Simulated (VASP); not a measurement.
Runs of VASP 6.6.1 on BN (Qingsongite). The structure is that of space group F-43m (No. 216), or close to it. The cells are those of the table. 

| cell | k mesh | smearing | gap on the mesh (eV) | pressure (GPa) |
| --- | --- | --- | --- | --- |
| a = 2.623, b = 2.623, c = 2.552 Å, angles 60.9, 60.9, 58.2°, 2 atoms | 12 × 12 × 12 | fermi-dirac 0.02 eV | 3.95 | -13.9 |
| a = 2.685 Å, angles 60.0°, 2 atoms | 6 × 6 × 6 | gaussian 0.01 eV | 4.29 | -40.0 |
| a = 2.685 Å, angles 60.0°, 2 atoms | 12 × 12 × 12 | fermi-dirac 0.02 eV | 4.29 | -40.0 |
| a = 2.565, b = 2.565, c = 2.596 Å, angles 59.6, 59.6, 60.8°, 2 atoms | 12 × 12 × 12 | fermi-dirac 0.02 eV | 4.02 | -4.8 |
| a = 2.552, b = 2.526, c = 2.526 Å, angles 60.7, 59.7, 59.7°, 2 atoms | 12 × 12 × 12 | fermi-dirac 0.02 eV | 4.11 | 13.4 |
| a = 2.623, b = 2.623, c = 2.552 Å, angles 60.9, 60.9, 58.2°, 2 atoms | 6 × 6 × 6 | gaussian 0.01 eV | 3.95 | -13.8 |
| a = 2.565, b = 2.565, c = 2.596 Å, angles 59.6, 59.6, 60.8°, 2 atoms | 6 × 6 × 6 | gaussian 0.01 eV | 4.02 | -4.8 |
| a = 2.552, b = 2.526, c = 2.526 Å, angles 60.7, 59.7, 59.7°, 2 atoms | 6 × 6 × 6 | gaussian 0.01 eV | 4.11 | (a) |

Alike in all rows: task single point; level PBE; potentials or basis VASP PAW PBE potentials, release 64 (B, N); no spin polarisation; cutoff (eV) 520.

**Question.** Fill in the values left out.

**Answer.** (a) 13.5.

Caveats: some runs use coarse meshes.

A k mesh can miss the band edges.
